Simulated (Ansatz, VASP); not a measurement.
# Two plane-wave programs on AlAu2

INCAR

```
SYSTEM = AlAu2
  PREC = Accurate
  ENCUT = 520
  EDIFF = 1E-6
  ISMEAR = 0
  SIGMA = 0.15
  LREAL = .False.
  LASPH = .True.
  NELM = 60
  ALGO = Fast
  ISIF = 2
  LWAVE = .False.
  LCHARG = .False.
  NBANDS = 20
```

Contents of KPOINTS:

```
regular mesh
0
Gamma
  16 16 16
  0 0 0
```

File POSCAR:

```
AlAu2
1.0
   -1.6523234788      1.6523234788      4.6750000000
    1.6523234788     -1.6523234788      4.6750000000
    1.6523234788      1.6523234788     -4.6750000000
Al Au
1 2
Direct
    0.0000000000      0.0000000000      0.0000000000
    0.6570428093      0.6570428093      0.0000000000
    0.3429571907      0.3429571907      0.0000000000
```

Input for Ansatz:

```yaml
crystal:
  lattice:
    - [-1.6523234788, 1.6523234788, 4.675]
    - [1.6523234788, -1.6523234788, 4.675]
    - [1.6523234788, 1.6523234788, -4.675]
  atoms:
    - { symbol: Al, position: [0.0, 0.0, 0.0] }
    - { symbol: Au, position: [0.6570428093, 0.6570428093, 0.0] }
    - { symbol: Au, position: [0.3429571907, 0.3429571907, 0.0] }
basis:
  ecutwfc: 420
kpoints:
  mp_grid: { grid: [16, 16, 16] }
hamiltonian:
  xc: lda
scf:
  occupations: { method: gaussian, width: 0.15 }
output:
  forces: true
  stress: true
  eigenvalues: true
```

Alike in both runs: task single point; functional LDA; k mesh 16 × 16 × 16; occupations gaussian, width 0.15 eV; no spin polarisation.

|  | VASP | Ansatz |
| --- | --- | --- |
| version | VASP 6.6.1 | Ansatz 0.2.0 |
| potentials or method | VASP PAW LDA potentials, release 64 (Al, Au), cutoff 520 eV | scalar-relativistic, plane waves, PAW |
| valence electrons in the cell | 25 | 41 |

```csv
,VASP,Ansatz,Ansatz less VASP
gap on the k mesh at the Fermi level (eV),none,none,-
pressure (GPa),-10.7,-11.0,-0.28
"traceless stress, the component that is largest in VASP (GPa)",-3.83,-3.90,-0.066
rms of the force components (eV/Å),0.205,0.211,+0.0053
```

LDA's correlation is that of Perdew and Zunger in VASP and of Perdew and Wang (1992) in Ansatz. Atom by atom the forces differ by 0.005 eV/Å (rms over components). A gap of «none» marks a metal or a gap that the smearing closes. VASP's potentials hold 25 valence electrons a cell and Ansatz's 41, so a difference there can come from the potentials and not from the codes.

Spin-orbit coupling is off throughout.
